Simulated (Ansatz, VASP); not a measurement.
## SiGe in VASP and in Ansatz

```xyz
4
Lattice="3.9518 0.0000 0.0000 -1.9759 3.4224 0.0000 0.0000 0.0000 6.5280" Properties=species:S:1:pos:R:3 pbc="T T T"
Si    1.9759    1.1408    5.7090
Si    0.0000    2.2816    2.4450
Ge    1.9759    1.1408    3.2669
Ge    0.0000    2.2816    0.0030
```

Alike in both runs: task single point; functional PBEsol; k mesh 12 × 12 × 6; occupations gaussian, width 0.03 eV; no spin polarisation.

```csv
,VASP,Ansatz
version,VASP 6.6.1,Ansatz 0.2.0
potentials or method,"VASP PAW PBE potentials, release 64 (Si, Ge_d), cutoff 520 eV","scalar-relativistic, plane waves, PAW"
valence electrons in the cell,36,36
```

|  | VASP | Ansatz | Ansatz less VASP |
| --- | --- | --- | --- |
| gap on the k mesh at the Fermi level (eV) | 0.30 | 0.30 | -0.004 |
| least direct gap on the mesh (eV) | 0.30 | 0.30 | -0.004 |
| pressure (GPa) | -2.9 | -2.9 | +0.01 |
| rms of the force components (eV/Å) | 0.008 | 0.008 | -0.0003 |

VASP's potentials were made for PBE, not for PBEsol, and Ansatz warns of the same on its side. Atom by atom the forces differ by 0.000 eV/Å (rms over components).
